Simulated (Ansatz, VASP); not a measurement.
## CdSe in VASP and in Ansatz

```
CELL_PARAMETERS angstrom
0.00000 2.87396 2.87396
2.87396 0.00000 2.87396
2.87396 2.87396 0.00000
ATOMIC_POSITIONS crystal
Cd 0.00000 0.00000 0.00000
Se 0.50000 0.50000 0.50000
```

Alike in both runs: task relaxation of cell and atoms; functional HSE06; k mesh 4 × 4 × 4; occupations fermi-dirac, width 0.05 eV; no spin polarisation.

```csv
,VASP,Ansatz
version,VASP 6.6.1,Ansatz 0.2.0
potentials or method,"VASP PAW PBE potentials, release 64 (Cd, Se)",Ansatz PAW
plane-wave cutoff (eV),600,420
valence electrons in the cell,18,36
```

Ansatz gave:

```
gap on the k mesh at the Fermi level, each at its own relaxed structure (eV) : 0.39
relaxed volume (Å³/atom)                                                     : 23.14
relaxed cell length with the largest relative difference (Å)                 : 4.030
```

Question: What did VASP give for the same quantities?

Answer: gap on the k mesh at the Fermi level, each at its own relaxed structure (eV): 0.40; relaxed volume (Å³/atom): 23.21; relaxed cell length with the largest relative difference (Å): 4.034.

VASP's potentials hold 18 valence electrons a cell and Ansatz's 36, so a difference there can come from the potentials and not from the codes.

The k mesh is coarse, so the values compare programs but aren't converged. Noted on Ansatz's run: the plane-wave basis is chosen anew once the cell has moved, so the energies of steps on either side of that aren't comparable.
